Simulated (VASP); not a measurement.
# Al3Pd (Pm-3m) in VASP: notebook

Runs on Al3Pd. Level: PBE. Tasks: single point.

All numbers are computed with VASP 6.6.1; they aren't measurements. Logs are shortened: lines on timing, memory, paths and dates and some standing lists are left out, and cuts for length are marked.

## 1. The cell of the first run

Symmetry: Pm-3m, No. 221, cubic system. The conventional cell has a = 3.947 Å, b = 3.947 Å, c = 3.947 Å, α = 90.00°, β = 90.00°, γ = 90.00°. Al (site symmetry 4/mmm) has 8 Al at 2.79 Å and 4 Pd at 2.79 Å within 3.7 Å. Within 3.7 Å of Pd (site symmetry m-3m) lie 12 Al at 2.79 Å.

## 2. Single point, PBE

The input, INCAR:

```
SYSTEM = Al3Pd
PREC     = Accurate       ! precision mode
ENCUT    = 500            ! plane-wave cutoff, eV
EDIFF    = 1E-6           ! SCF threshold, eV
ISMEAR   = 1              ! smearing method
SIGMA    = 0.2            ! smearing width, eV
LREAL    = .FALSE.        ! projectors in reciprocal space
LASPH    = .TRUE.         ! aspherical terms in the spheres
NELM     = 120            ! most SCF steps
ALGO     = Normal         ! electronic algorithm
ISIF     = 2              ! what is computed and relaxed
LWAVE    = .FALSE.        ! write WAVECAR
LCHARG   = .FALSE.        ! write CHGCAR
GGA      = PE             ! functional
NBANDS   = 18             ! bands
GGA_COMPAT= .FALSE.
```

The input, KPOINTS:

```
regular mesh
0
G
  10 10 10
  0 0 0
```

The input, POSCAR:

```
Al3Pd
1.0
    3.9469100000      0.0000000000      0.0000000000
    0.0000000000      3.9469100000      0.0000000000
    0.0000000000      0.0000000000      3.9469100000
Al Pd
3 1
Direct
    0.0000000000      0.5000000000      0.5000000000
    0.5000000000      0.0000000000      0.5000000000
    0.5000000000      0.5000000000      0.0000000000
    0.0000000000      0.0000000000      0.0000000000
```

Potentials or basis: VASP PAW PBE potentials, release 64 (Al, Pd).

On the command line:

```bash
$ cat potpaw_PBE.64/Al/POTCAR potpaw_PBE.64/Pd/POTCAR > POTCAR
$ mpirun -np 1 vasp_std > vasp.out
```

OUTCAR:

```text
SYSTEM = Al3Pd
   PREC = Accurate
   ENCUT = 500
   EDIFF = 1E-6
   ISMEAR = 1
   LREAL = .FALSE.
   LASPH = .TRUE.
   NELM = 120
   ISIF = 2
   GGA = PE

 ion  position               nearest neighbor table
   1  0.000  0.500  0.500-   2 2.79   3 2.79   4 2.79   3 2.79   4 2.79   2 2.79   4 2.79   4 2.79
                             2 2.79   3 2.79   3 2.79   2 2.79
   2  0.500  0.000  0.500-   1 2.79   3 2.79   4 2.79   3 2.79   4 2.79   1 2.79   3 2.79   3 2.79
                             1 2.79   4 2.79   4 2.79   1 2.79
   3  0.500  0.500  0.000-   1 2.79   2 2.79   4 2.79   1 2.79   2 2.79   2 2.79   4 2.79   2 2.79
                             1 2.79   4 2.79   1 2.79   4 2.79
   4  0.000  0.000  0.000-   1 2.79   2 2.79   3 2.79   1 2.79   2 2.79   1 2.79   3 2.79   1 2.79
                             2 2.79   3 2.79   2 2.79   3 2.79

  LATTYP: Found a simple cubic cell.
 ALAT       =     3.9469100000

  Lattice vectors:

 A1 = (   3.9469100000,   0.0000000000,   0.0000000000)
 A2 = (   0.0000000000,   3.9469100000,   0.0000000000)
 A3 = (   0.0000000000,   0.0000000000,   3.9469100000)

Analysis of symmetry for initial positions (statically):
=====================================================================
 Subroutine PRICEL returns:
 Original cell was already a primitive cell.

 Routine SETGRP: Setting up the symmetry group for a
 simple cubic supercell.

 Subroutine GETGRP returns: Found 48 space group operations
 (whereof 48 operations were pure point group operations)
 out of a pool of 48 trial point group operations.

The static configuration has the point symmetry O_h .

Analysis of symmetry for dynamics (positions and initial velocities):
=====================================================================
 Subroutine PRICEL returns:
 Original cell was already a primitive cell.

 Routine SETGRP: Setting up the symmetry group for a
 simple cubic supercell.

 Subroutine GETGRP returns: Found 48 space group operations
 (whereof 48 operations were pure point group operations)
 out of a pool of 48 trial point group operations.

The dynamic configuration has the point symmetry O_h .

 Subroutine INISYM returns: Found 48 space group operations
 (whereof 48 operations are pure point group operations),
 and found     1 'primitive' translations

----------------------------------------------------------------------------------------

                                     Primitive cell

  volume of cell :      61.4854

  direct lattice vectors                    reciprocal lattice vectors
[... 95 lines left out ...]
   IBRION =     -1    ionic relax: 0-MD 1-quasi-New 2-CG
   NFREE  =      0    steps in history (QN), initial steepest desc. (CG)
   ISIF   =      2    stress and relaxation
   ISYM   =      2    0-nonsym 1-usesym 2-fastsym
   POTIM  = 0.5000    time-step for ionic-motion
   TEBEG  =    0.0;   TEEND  =   0.0 temperature during run
   PSTRESS=    0.0 pullay stress
   NELECT =      19.0000    total number of electrons
   NUPDOWN=      -1.0000    fix difference up-down
   EMIN   =  10.00;   EMAX   =-10.00  energy-range for DOS
   EFERMI =   0.00;   METHOD = LEGACY
   ISMEAR =     1;   SIGMA  =   0.20  broadening in eV -4-tet -1-fermi 0-gaus
   EFERMI_NEDOS =   21; number of points for ismear=-14 and -15
   IALGO  =     38    algorithm
   IMIX   =      4    mixing-type and parameters
     AMIX     =   0.40;   BMIX     =  1.00
     AMIX_MAG =   1.60;   BMIX_MAG =  1.00
  volume/ion in A,a.u.               =      15.37       103.73
  Fermi-wavevector in a.u.,A,eV,Ry     =   1.106799  2.091547 16.667195  1.225004
  Thomas-Fermi vector in A             =   2.243305
   LORBIT       =      0    0 simple, 1 ext, 2 COOP (PROOUT), +10 PAW based schemes
   GGA     = PE    functional components
   LHFCALC =     F    Hartree Fock is set to
   AEXX    =    0.0000 exact exchange contribution
   IVDW    =     0    specifies the selected vdW correction
   LEPSILON=     F    determine dielectric tensor
   LRPA    =     F    only Hartree local field effects (RPA)
 non-spin polarized calculation
 Methfessel and Paxton  Order N= 1 SIGMA  =   0.20
  energy-cutoff  :      500.00
  volume of cell :       61.49
 maximum number of plane-waves:      1596
 NGX is ok and might be reduce to    30
   NGX = 15   NGY = 15   NGZ = 15

 number of electron      19.0000003 magnetization

 Free energy of the ion-electron system (eV)
  ---------------------------------------------------
  ext. energy  EPLUGINS =         0.00000000
  ---------------------------------------------------
  free energy    TOTEN  =       -17.82204758 eV

  energy without entropy =      -17.81603324  energy(sigma->0) =      -17.82004280

 E-fermi :   9.2835     XC(G=0): -11.0667

 val. band max:        9.2829220094   @ k =   0.5000   0.5000   0.2000
 cond. band min:       9.3151494779   @ k =   0.4000   0.1000   0.0000
 fundamental gap:      0.0322274685
 Fermi energy:         9.2835475138

 k-point     1 :       0.0000    0.0000    0.0000
  band No.  band energies     occupation
      1      -1.7688      2.00000
      2       4.2626      2.00000
      3       4.2626      2.00000
      4       5.6232      2.00000
      5       5.6232      2.00000
      6       5.6232      2.00000
[... 481 lines left out ...]
      5       4.9626      2.00000
      6       5.5090      2.00000
[... 10 lines left out ...]
     17      16.0383      0.00000
     18      17.3097      0.00000

 [... further k-points ...]

------------------------ aborting loop because EDIFF is reached ----------------------------------------

  FORCE on cell =-STRESS in cart. coord.  units (eV):
  Direction    XX          YY          ZZ          XY          YZ          ZX
  --------------------------------------------------------------------------------------
  -------------------------------------------------------------------------------------
  Total        0.4476394      0.4476394      0.4476394      0.0000000     -0.0000000      0.0000000
  in kB       11.6645302     11.6645302     11.6645302      0.0000000     -0.0000000      0.0000000
  external PRESSURE =      11.6645302 kB  Pullay stress =       0.0000000 kB

 VOLUME and BASIS-vectors are now :
 -----------------------------------------------------------------------------
  energy-cutoff  :      500.00
  volume of cell :       61.49
      direct lattice vectors                 reciprocal lattice vectors
     3.946910000  0.000000000  0.000000000     0.253362757  0.000000000  0.000000000
     0.000000000  3.946910000  0.000000000     0.000000000  0.253362757  0.000000000
     0.000000000  0.000000000  3.946910000     0.000000000  0.000000000  0.253362757

 POSITION                                       TOTAL-FORCE (eV/Angst)
 -----------------------------------------------------------------------------------
      0.00000      1.97345      1.97345         0.000000      0.000000      0.000000
      1.97345      0.00000      1.97345         0.000000      0.000000      0.000000
      1.97345      1.97345      0.00000         0.000000      0.000000      0.000000
      0.00000      0.00000      0.00000         0.000000      0.000000      0.000000
 -----------------------------------------------------------------------------------
    total drift:                               -0.000000     -0.000000      0.000000

  FREE ENERGIE OF THE ION-ELECTRON SYSTEM (eV)
  ---------------------------------------------------
  free  energy   TOTEN  =       -17.8220475814 eV

  energy  without entropy=      -17.8160332427  energy(sigma->0) =      -17.82004280
```

It took 18 s on 1 thread of Intel Xeon 6975P-C (Granite Rapids), shared host; peak memory 0.2 GiB.

Results:

```yaml
Free_energy: -17.8220 eV
Pressure: 1.2 GPa
```

## 3. Single point, PBE

The input, INCAR:

```
PREC = Accurate
ENCUT = 500
EDIFF = 1E-6
ISMEAR = 1
SIGMA = 0.5
LREAL = F
LASPH = T
NELM = 120
ALGO = Normal
ISIF = 2
LWAVE = F
LCHARG = T
GGA = PE
LELF = T
LVHAR = T
NBANDS = 18
GGA_COMPAT = F
```

The input, KPOINTS:

```
Automatic mesh
0
Gamma
  10 10 10
```

POSCAR is that of step 2.

Potentials or basis: VASP PAW PBE potentials, release 64 (Al, Pd).

On the command line:

```bash
$ cat potpaw_PBE.64/Al/POTCAR potpaw_PBE.64/Pd/POTCAR > POTCAR
$ mpirun -np 1 vasp_std > vasp.out
```

OUTCAR:

```text
PREC = Accurate
   ENCUT = 500
   EDIFF = 1E-6
   ISMEAR = 1
   LREAL = F
   LASPH = T
   NELM = 120
   ISIF = 2
   GGA = PE

 ion  position               nearest neighbor table
   1  0.000  0.500  0.500-   2 2.79   3 2.79   4 2.79   3 2.79   4 2.79   2 2.79   4 2.79   4 2.79
                             2 2.79   3 2.79   3 2.79   2 2.79
   2  0.500  0.000  0.500-   1 2.79   3 2.79   4 2.79   3 2.79   4 2.79   1 2.79   3 2.79   3 2.79
                             1 2.79   4 2.79   4 2.79   1 2.79
   3  0.500  0.500  0.000-   1 2.79   2 2.79   4 2.79   1 2.79   2 2.79   2 2.79   4 2.79   2 2.79
                             1 2.79   4 2.79   1 2.79   4 2.79
   4  0.000  0.000  0.000-   1 2.79   2 2.79   3 2.79   1 2.79   2 2.79   1 2.79   3 2.79   1 2.79
                             2 2.79   3 2.79   2 2.79   3 2.79

  LATTYP: Found a simple cubic cell.
 ALAT       =     3.9469100000

  Lattice vectors:

 A1 = (   3.9469100000,   0.0000000000,   0.0000000000)
 A2 = (   0.0000000000,   3.9469100000,   0.0000000000)
 A3 = (   0.0000000000,   0.0000000000,   3.9469100000)

Analysis of symmetry for initial positions (statically):
=====================================================================
 Subroutine PRICEL returns:
 Original cell was already a primitive cell.

 Routine SETGRP: Setting up the symmetry group for a
 simple cubic supercell.

 Subroutine GETGRP returns: Found 48 space group operations
 (whereof 48 operations were pure point group operations)
 out of a pool of 48 trial point group operations.

The static configuration has the point symmetry O_h .

Analysis of symmetry for dynamics (positions and initial velocities):
=====================================================================
 Subroutine PRICEL returns:
 Original cell was already a primitive cell.

 Routine SETGRP: Setting up the symmetry group for a
 simple cubic supercell.

 Subroutine GETGRP returns: Found 48 space group operations
 (whereof 48 operations were pure point group operations)
[... 127 lines left out ...]
  volume/ion in A,a.u.               =      15.37       103.73
  Fermi-wavevector in a.u.,A,eV,Ry     =   1.106799  2.091547 16.667195  1.225004
  Thomas-Fermi vector in A             =   2.243305
   LORBIT       =      0    0 simple, 1 ext, 2 COOP (PROOUT), +10 PAW based schemes
   GGA     = PE    functional components
   LHFCALC =     F    Hartree Fock is set to
   AEXX    =    0.0000 exact exchange contribution
   IVDW    =     0    specifies the selected vdW correction
   LEPSILON=     F    determine dielectric tensor
   LRPA    =     F    only Hartree local field effects (RPA)
 non-spin polarized calculation
 Methfessel and Paxton  Order N= 1 SIGMA  =   0.50
  energy-cutoff  :      500.00
  volume of cell :       61.49
 maximum number of plane-waves:      1596
 NGX is ok and might be reduce to    30
   NGX = 15   NGY = 15   NGZ = 15

 number of electron      19.0000003 magnetization

 Free energy of the ion-electron system (eV)
  ---------------------------------------------------
  ext. energy  EPLUGINS =         0.00000000
  ---------------------------------------------------
  free energy    TOTEN  =       -17.82552806 eV

  energy without entropy =      -17.82410560  energy(sigma->0) =      -17.82505390

 E-fermi :   9.3216     XC(G=0): -11.0667

 val. band max:        9.3150631308   @ k =   0.4000   0.1000   0.0000
 cond. band min:       9.3334993425   @ k =   0.4000   0.3000   0.1000
 fundamental gap:      0.0184362117
 Fermi energy:         9.3215634963

 k-point     1 :       0.0000    0.0000    0.0000
  band No.  band energies     occupation
      1      -1.7687      2.00000
      2       4.2618      2.00000
      3       4.2618      2.00000
      4       5.6219      2.00000
      5       5.6219      2.00000
      6       5.6219      2.00000
[... 481 lines left out ...]
      5       4.9616      2.00000
      6       5.5078      2.00000
[... 10 lines left out ...]
     17      16.0383     -0.00000
     18      17.3098     -0.00000

 [... further k-points ...]

------------------------ aborting loop because EDIFF is reached ----------------------------------------

  FORCE on cell =-STRESS in cart. coord.  units (eV):
  Direction    XX          YY          ZZ          XY          YZ          ZX
  --------------------------------------------------------------------------------------
  -------------------------------------------------------------------------------------
  Total        0.4317965      0.4317965      0.4317965      0.0000000     -0.0000000      0.0000000
  in kB       11.2516970     11.2516970     11.2516970      0.0000000     -0.0000000      0.0000000
  external PRESSURE =      11.2516970 kB  Pullay stress =       0.0000000 kB

 VOLUME and BASIS-vectors are now :
 -----------------------------------------------------------------------------
  energy-cutoff  :      500.00
  volume of cell :       61.49
      direct lattice vectors                 reciprocal lattice vectors
     3.946910000  0.000000000  0.000000000     0.253362757  0.000000000  0.000000000
     0.000000000  3.946910000  0.000000000     0.000000000  0.253362757  0.000000000
     0.000000000  0.000000000  3.946910000     0.000000000  0.000000000  0.253362757

 POSITION                                       TOTAL-FORCE (eV/Angst)
 -----------------------------------------------------------------------------------
      0.00000      1.97345      1.97345         0.000000      0.000000      0.000000
      1.97345      0.00000      1.97345         0.000000      0.000000      0.000000
      1.97345      1.97345      0.00000         0.000000      0.000000      0.000000
      0.00000      0.00000      0.00000         0.000000      0.000000      0.000000
 -----------------------------------------------------------------------------------
    total drift:                                0.000000     -0.000000      0.000000

  FREE ENERGIE OF THE ION-ELECTRON SYSTEM (eV)
  ---------------------------------------------------
  free  energy   TOTEN  =       -17.8255280562 eV

  energy  without entropy=      -17.8241056016  energy(sigma->0) =      -17.82505390
```

Run time: 20 s. Hardware: 1 thread of Intel Xeon 6975P-C (Granite Rapids), shared host; peak memory 0.2 GiB.

Results:

```
Free energy : -17.8255 eV
Pressure    : 1.1 GPa
```

Levels at points of the mesh, in eV from the Fermi level:
| k point | band 7 | band 8 | band 9 | band 10 | band 11 | band 12 |
| --- | --- | --- | --- | --- | --- | --- |
| (0.00, 0.00, 0.00) | -2.33 | -2.33 | -2.33 | 0.07 | 1.76 | 1.76 |
| (0.50, 0.00, 0.00) | -3.15 | 0.51 | 0.51 | 0.89 | 1.12 | 1.12 |
| (0.50, 0.50, 0.00) | -3.19 | -2.81 | -2.55 | 1.08 | 3.55 | 3.55 |
| (0.50, 0.50, 0.50) | -3.73 | -3.17 | -3.17 | -1.24 | -0.69 | -0.69 |

## 4. Single point, PBE

The input, INCAR:

```
  PREC = Accurate
  ENCUT = 520
  EDIFF = 1E-6
  ISMEAR = -1
  SIGMA = 0.01
  LREAL = F
  LASPH = T
  NELM = 60
  ALGO = Fast
  ISIF = 2
  LWAVE = F
  LCHARG = F
  GGA = PE
  NBANDS = 18
```

KPOINTS is that of step 3.

POSCAR is that of step 3.

On the command line:

```bash
$ cat potpaw_PBE.64/Al/POTCAR potpaw_PBE.64/Pd/POTCAR > POTCAR
$ mpirun -np 1 vasp_std > vasp.out
```

It took 42 s on 1 thread of Intel Xeon Platinum 8259CL at 2.50GHz (Skylake/Cascade Lake), shared host; peak memory 0.2 GiB.

The run converged. Its results:

```
Free energy : -17.8202 eV
Pressure    : 1.3 GPa
```

Levels at points of the mesh, in eV from the Fermi level:
| k point | band 7 | band 8 | band 9 | band 10 | band 11 | band 12 |
| --- | --- | --- | --- | --- | --- | --- |
| (0.00, 0.00, 0.00) | -2.27 | -2.27 | -2.27 | 0.13 | 1.82 | 1.82 |
| (0.50, 0.00, 0.00) | -3.08 | 0.58 | 0.58 | 0.95 | 1.19 | 1.19 |
| (0.50, 0.50, 0.00) | -3.12 | -2.74 | -2.48 | 1.14 | 3.61 | 3.61 |
| (0.50, 0.50, 0.50) | -3.67 | -3.10 | -3.10 | -1.17 | -0.62 | -0.62 |

## 5. Summary

| cutoff (eV) | smearing | gap on the mesh (eV) | pressure (GPa) |
| --- | --- | --- | --- |
| 500 | methfessel-paxton 0.2 eV | none | 1.2 |
| 500 | methfessel-paxton 0.5 eV | none | 1.1 |
| 520 | fermi-dirac 0.01 eV | none | 1.3 |

Alike in all rows: task single point; level PBE; potentials or basis VASP PAW PBE potentials, release 64 (Al, Pd); no spin polarisation; cell as given; k mesh 10 × 10 × 10.

Every run on the cell as given and a fine mesh finds a metal.

Absolute energies hang on the potentials; compare differences alone.
